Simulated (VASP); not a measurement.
Cs, 4 atoms in the cell. The structure is hexagonal, space group P6_3/mmc (No. 194). The conventional cell has a = 5.882 Å, b = 5.882 Å, c = 19.305 Å, α = 90.00°, β = 90.00°, γ = 120.00°. This isn't the form of Cs at room conditions, which is bcc.

| Quantity | Value |
| --- | --- |
| Program | VASP 6.6.1 |
| Task | single point |
| Functional | revPBE |
| Potentials or basis | VASP PAW PBE potentials, release 64 (Cs_sv) |
| Cutoff | 520 eV |
| k mesh | 7 × 7 × 2 |
| Occupations | fermi-dirac, width 0.1 eV |
| Spin | no spin polarisation |
| Dipole correction | no |
| Further INCAR settings | ALGO = Normal; EDIFF = 1e-06; NBANDS = 26 |

Potentials or basis: VASP PAW PBE potentials, release 64 (Cs_sv).

Command:

```console
$ cat potpaw_PBE.64/Cs_sv/POTCAR > POTCAR
$ mpirun -np 1 vasp_std > vasp.out
```

Hardware: 1 thread of Intel(R) Xeon(R) Platinum 8488C (Sapphire Rapids) (shared host).

Task: How long does it take, and how much memory?

Result: Wall time 3.3 min on 1 thread of Intel(R) Xeon(R) Platinum 8488C (Sapphire Rapids), with other jobs on the host, peak memory 0.74 GiB. Counts: scf iterations 12, k points 16.
